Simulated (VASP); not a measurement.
# Ru (R-3m) in VASP: electric field gradients with r2SCAN

Aim: the electric field gradients of Ru with r2SCAN.

Program: VASP 6.6.1. These are calculated values, not measurements. Logs are shortened: lines on timing, memory, paths and dates and some standing lists are left out, and cuts for length are marked.

**1. The cell of the first run**

It takes space group R-3m (No. 166, trigonal). Conventional cell: a = 3.651 Å, b = 3.651 Å, c = 8.944 Å, α = 90.00°, β = 90.00°, γ = 120.00°. Within 1.9 Å of Ru (site symmetry 3m) lie 1 Ru at 1.43 Å.

**2. Electric field gradients, r2SCAN (shortest bond scaled by 0.64)**

File POSCAR:

```
Ru
1.0
    0.0000000000      2.5818259214      2.5818259214
    2.5818259214      0.0000000000      2.5818259214
    2.5818259214      2.5818259214      0.0000000000
Ru
2
Direct
   -0.2600000000     -0.0800000000     -0.0800000000
    0.2600000000      0.0800000000      0.0800000000
```

File INCAR.step1:

```
  PREC = Accurate
  ENCUT = 460
  ISMEAR = -1
  SIGMA = 0.05
  LREAL = F
  LASPH = T
  NELM = 120
  NBANDS = 23
  GGA = PE
  ALGO = Normal
  EDIFF = 1E-5
  LWAVE = T
  LCHARG = F
  GGA_COMPAT = F
```

File INCAR.step2:

```
  PREC = Accurate
  ENCUT = 460
  EDIFF = 1E-8
  ISMEAR = -1
  SIGMA = 0.05
  LREAL = F
  LASPH = T
  NELM = 120
  ALGO = Normal
  ISIF = 2
  LWAVE = F
  LCHARG = F
  METAGGA = R2SCAN
  LMIXTAU = T
  LEFG = T
  NBANDS = 23
  ISTART = 1
  GGA_COMPAT = F
```

File KPOINTS:

```
Automatic mesh
0
Gamma
  10 10 10
```

Potentials or basis: VASP PAW PBE potentials, release 64 (Ru_sv).

Started as:

```sh
> cat potpaw_PBE.64/Ru_sv/POTCAR > POTCAR
> cp INCAR.step1 INCAR
> mpirun -np 1 vasp_std > vasp.out
> cp INCAR.step2 INCAR
> mpirun -np 1 vasp_std > vasp.out
```

OUTCAR:

```text
PREC = Accurate
   ENCUT = 460
   EDIFF = 1E-8
   ISMEAR = -1
   LREAL = F
   LASPH = T
   NELM = 120
   ISIF = 2
   METAGGA = R2SCAN
   ISTART = 1

 ion  position               nearest neighbor table
   1  0.740  0.920  0.920-   2 1.43   2 2.62   2 2.62   2 2.62
   2  0.260  0.080  0.080-   1 1.43   1 2.62   1 2.62   1 2.62

  LATTYP: Found a face centered cubic cell.
 ALAT       =     5.1636518428

  Lattice vectors:

 A1 = (   0.0000000000,   2.5818259214,   2.5818259214)
 A2 = (   2.5818259214,   0.0000000000,   2.5818259214)
 A3 = (   2.5818259214,   2.5818259214,   0.0000000000)

Analysis of symmetry for initial positions (statically):
=====================================================================
 Subroutine PRICEL returns:
 Original cell was already a primitive cell.

 Routine SETGRP: Setting up the symmetry group for a
 face centered cubic supercell.

 Subroutine GETGRP returns: Found 12 space group operations
 (whereof  4 operations were pure point group operations)
 out of a pool of 48 trial point group operations.

The static configuration has the point symmetry C_2h.
 The point group associated with its full space group is D_3d.

Analysis of symmetry for dynamics (positions and initial velocities):
=====================================================================
 Subroutine PRICEL returns:
 Original cell was already a primitive cell.

 Routine SETGRP: Setting up the symmetry group for a
 face centered cubic supercell.

 Subroutine GETGRP returns: Found 12 space group operations
 (whereof  4 operations were pure point group operations)
 out of a pool of 48 trial point group operations.

The dynamic configuration has the point symmetry C_2h.
 The point group associated with its full space group is D_3d.

 Subroutine INISYM returns: Found 12 space group operations
 (whereof  4 operations are pure point group operations),
 and found     1 'primitive' translations

----------------------------------------------------------------------------------------

                                     Primitive cell

  volume of cell :      34.4200

  direct lattice vectors                    reciprocal lattice vectors
     0.000000000  2.581825921  2.581825921    -0.193661391  0.193661391  0.193661391
     2.581825921  0.000000000  2.581825921     0.193661391 -0.193661391  0.193661391
     2.581825921  2.581825921  0.000000000     0.193661391  0.193661391 -0.193661391

  length of vectors
     3.651253234  3.651253234  3.651253234     0.335431369  0.335431369  0.335431369

  position of ions in fractional coordinates (direct lattice)
     0.740000000  0.920000000  0.920000000
     0.260000000  0.080000000  0.080000000

  ion indices of the primitive-cell ions
   primitive index   ion index
                 1           1
                 2           2

----------------------------------------------------------------------------------------

 KPOINTS: Automatic mesh

Automatic generation of k-mesh.
 Grid dimensions read from file:
 generate k-points for:   10   10   10

 Generating k-lattice:

  Cartesian coordinates                     Fractional coordinates (reciprocal lattice)
    -0.019366139  0.019366139  0.019366139     0.100000000  0.000000000  0.000000000
     0.019366139 -0.019366139  0.019366139     0.000000000  0.100000000  0.000000000
     0.019366139  0.019366139 -0.019366139     0.000000000  0.000000000  0.100000000

  Length of vectors
     0.033543137  0.033543137  0.033543137

  Shift w.r.t. Gamma in fractional coordinates (k-lattice)
     0.000000000  0.000000000  0.000000000

 Subroutine IBZKPT returns following result:
 ===========================================

 Found    116 irreducible k-points:

 Following reciprocal coordinates:
            Coordinates               Weight
  0.000000  0.000000  0.000000      1.000000
  0.100000  0.000000  0.000000      2.000000
  0.000000  0.100000  0.000000      6.000000
  0.200000  0.000000  0.000000      2.000000
  0.000000  0.200000  0.000000      6.000000
  0.300000  0.000000  0.000000      2.000000
[... 16 lines left out ...]
  0.000000  0.500000  0.100000     12.000000
  0.100000  0.000000  0.500000      6.000000
 [... further k-points ...]
   k-points           NKPTS =    116   k-points in BZ     NKDIM =    116   number of bands    NBANDS=     23
   number of dos      NEDOS =    301   number of ions     NIONS =      2
   total plane-waves  NPLWV =  21952
   dimension x,y,z NGX =    28 NGY =   28 NGZ =   28
   dimension x,y,z NGXF=    56 NGYF=   56 NGZF=   56
   ions per type =               2
   NGX,Y,Z   is equivalent  to a cutoff of  12.75, 12.75, 12.75 a.u.
   NGXF,Y,Z  is equivalent  to a cutoff of  25.50, 25.50, 25.50 a.u.
 SYSTEM =  unknown system
   PREC   = accura    normal or accurate (medium, high low for compatibility)
   ISTART =      1    job   : 0-new  1-cont  2-samecut
   ICHARG =      0    charge: 1-file 2-atom 10-const
   ISPIN  =      1    spin polarized calculation?
   LNONCOLLINEAR =      F non collinear calculations
   LSORBIT =      F    spin-orbit coupling
   LASPH  =      T    aspherical Exc in radial PAW
   ENCUT  =  460.0 eV  33.81 Ry    5.81 a.u.   6.39  6.39  6.39*2*pi/ulx,y,z
   NELM   =    120;   NELMIN=  2; NELMDL=  0     # of ELM steps
   EDIFF  = 0.1E-07   stopping-criterion for ELM
   LREAL  =      F    real-space projection
   EDIFFG = 0.1E-06   stopping-criterion for IOM
   NSW    =      0    number of steps for IOM
   IBRION =     -1    ionic relax: 0-MD 1-quasi-New 2-CG
   NFREE  =      0    steps in history (QN), initial steepest desc. (CG)
   ISIF   =      2    stress and relaxation
   ISYM   =      2    0-nonsym 1-usesym 2-fastsym
   POTIM  = 0.5000    time-step for ionic-motion
   TEBEG  =    0.0;   TEEND  =   0.0 temperature during run
   PSTRESS=    0.0 pullay stress
   NELECT =      32.0000    total number of electrons
   NUPDOWN=      -1.0000    fix difference up-down
   EMIN   =  10.00;   EMAX   =-10.00  energy-range for DOS
   EFERMI =   0.00;   METHOD = LEGACY
   ISMEAR =    -1;   SIGMA  =   0.05  broadening in eV -4-tet -1-fermi 0-gaus
   EFERMI_NEDOS =   21; number of points for ismear=-14 and -15
   IALGO  =     38    algorithm
   IMIX   =      4    mixing-type and parameters
     AMIX     =   0.40;   BMIX     =  1.00
     AMIX_MAG =   1.60;   BMIX_MAG =  1.00
  volume/ion in A,a.u.               =      17.21       116.14
  Fermi-wavevector in a.u.,A,eV,Ry     =   1.597796  3.019396 34.735001  2.552951
  Thomas-Fermi vector in A             =   2.695346
   LORBIT       =      0    0 simple, 1 ext, 2 COOP (PROOUT), +10 PAW based schemes
   METAGGA = R2SCAN    functional components
   LHFCALC =     F    Hartree Fock is set to
   AEXX    =    0.0000 exact exchange contribution
   IVDW    =     0    specifies the selected vdW correction
   LEPSILON=     F    determine dielectric tensor
   LRPA    =     F    only Hartree local field effects (RPA)
 non-spin polarized calculation
  energy-cutoff  :      460.00
  volume of cell :       34.42
 maximum number of plane-waves:       785
 NGX is ok and might be reduce to    28
   NGX = 13   NGY = 13   NGZ = 13

 number of electron      31.9999989 magnetization

 Free energy of the ion-electron system (eV)
  ---------------------------------------------------
  ext. energy  EPLUGINS =         0.00000000
  ---------------------------------------------------
  free energy    TOTEN  =       -27.64257705 eV

  energy without entropy =      -27.63794784  energy(sigma->0) =      -27.64026245

 E-fermi :  12.1364     XC(G=0): -13.0268

 val. band max:       12.0959442376   @ k =   0.0000   0.4000   0.0000
 cond. band min:      12.1491957485   @ k =   0.1000   0.0000   0.5000
 fundamental gap:      0.0532515109
 Fermi energy:        12.1363934500

 k-point     1 :       0.0000    0.0000    0.0000
  band No.  band energies     occupation
      1     -72.8217      2.00000
      2     -62.1981      2.00000
      3     -43.9834      2.00000
      4     -36.8695      2.00000
      5     -36.8695      2.00000
      6     -32.1350      2.00000
[... 15 lines left out ...]
     22      25.3127      0.00000
     23      25.3127      0.00000
[... 575 lines left out ...]
      1     -72.8052      2.00000
      2     -62.2523      2.00000
      3     -43.8516      2.00000
      4     -37.0367      2.00000
      5     -36.8759      2.00000
      6     -32.1438      2.00000
[... 15 lines left out ...]
     22      21.7499      0.00000
     23      25.8627      0.00000

 [... further k-points ...]

------------------------ aborting loop because EDIFF is reached ----------------------------------------

  FORCE on cell =-STRESS in cart. coord.  units (eV):
  Direction    XX          YY          ZZ          XY          YZ          ZX
  --------------------------------------------------------------------------------------
  -------------------------------------------------------------------------------------
  Total       54.2941611     54.2941611     54.2941611    -52.3971298     52.3971298    -52.3971298
  in kB     2527.2769897   2527.2769897   2527.2769897  -2438.9742445   2438.9742445  -2438.9742445
  external PRESSURE =    2527.2769897 kB  Pullay stress =       0.0000000 kB

 VOLUME and BASIS-vectors are now :
 -----------------------------------------------------------------------------
  energy-cutoff  :      460.00
  volume of cell :       34.42
      direct lattice vectors                 reciprocal lattice vectors
     0.000000000  2.581825921  2.581825921    -0.193661391  0.193661391  0.193661391
     2.581825921  0.000000000  2.581825921     0.193661391 -0.193661391  0.193661391
     2.581825921  2.581825921  0.000000000     0.193661391  0.193661391 -0.193661391

 POSITION                                       TOTAL-FORCE (eV/Angst)
 -----------------------------------------------------------------------------------
      4.75056      4.28583      4.28583       -62.311828     62.311828     62.311828
      0.41309      0.87782      0.87782        62.311828    -62.311828    -62.311828
 -----------------------------------------------------------------------------------
    total drift:                               -0.000000     -0.000000      0.000000

  FREE ENERGIE OF THE ION-ELECTRON SYSTEM (eV)
  ---------------------------------------------------
  free  energy   TOTEN  =       -27.6425770534 eV

  energy  without entropy=      -27.6379478372  energy(sigma->0) =      -27.64026245

 Electric field gradients (V/A^2)
---------------------------------------------------------------------
 ion       V_xx      V_yy      V_zz      V_xy      V_xz      V_yz
---------------------------------------------------------------------
   1       0.000    -0.000    -0.000   -15.581   -15.581    15.586
   2       0.000    -0.000    -0.000   -15.581   -15.581    15.586
---------------------------------------------------------------------

 Electric field gradients after diagonalization (V/A^2)
 (convention: |V_zz| > |V_xx| > |V_yy|)
----------------------------------------------------------------------
 ion       V_xx      V_yy      V_zz     asymmetry (V_yy - V_xx)/ V_zz
----------------------------------------------------------------------
   1     -15.586   -15.580    31.165       0.000
   2     -15.586   -15.580    31.165       0.000
----------------------------------------------------------------------

           NMR quadrupolar parameters

 Cq : quadrupolar parameter    Cq=e*Q*V_zz/h
 eta: asymmetry parameters     (V_yy - V_xx)/ V_zz
 Q  : nuclear electric quadrupole moment in mb (millibarn)
----------------------------------------------------------------------
 ion       Cq(MHz)       eta       Q (mb)
----------------------------------------------------------------------
   1       0.075       0.000       1.000
   2       0.075       0.000       1.000
----------------------------------------------------------------------
```

Run time: 6.7 min. Hardware: 1 thread of Intel Xeon Platinum 8259CL at 2.50GHz (Skylake/Cascade Lake), shared host; peak memory 0.2 GiB.

What came out:

| Property | Result |
| --- | --- |
| Free energy | -27.6426 eV |
| Pressure | 252.7 GPa |
| Largest force | 107.927 eV/Å |
| Band gap on the k mesh | zero (bands 16 and 17 overlap by 0.09 eV) |
| Largest electric field gradient by atom | Ru +31.2 V/Å² |

Forces in eV/Å, atoms in the order of the input:
```
Ru  -62.312  62.312  62.312
Ru   62.312 -62.312 -62.312
```

Levels at points of the mesh, in eV from the Fermi level:
```
           k point  band 14  band 15  band 16  band 17  band 18  band 19
(0.00, 0.00, 0.00)    -5.47    -1.14    -1.14     0.04     1.97     1.97
(0.50, 0.00, 0.00)    -3.36    -0.49    -0.49     2.59     5.18     5.18
(0.00, 0.50, 0.00)    -2.60    -2.04    -0.76     0.37     0.61     2.71
(0.50, 0.50, 0.00)    -2.14    -1.95    -0.89     1.11     3.17     5.02
```

Electric field gradients, principal values (V/Å²):
| atom | least | middle | greatest (by size) |
| --- | --- | --- | --- |
| 1 Ru | -15.580 | -15.586 | 31.165 |
| 2 Ru | -15.580 | -15.586 | 31.165 |

Caveat: the cell differs from its parent crystal (shortest bond scaled by 0.64); atoms lie so close that the PAW spheres overlap strongly, which falsifies energies and pressures; the cell stands under pressure; without QUAD_EFG the Cq values of the log hold for a quadrupole moment of 1 mb, not for the nuclei; the PAW data sets were made with another functional, which shifts forces and pressure a little.

The gap in the log of VASP goes by the Fermi energy; the results here count the filled bands.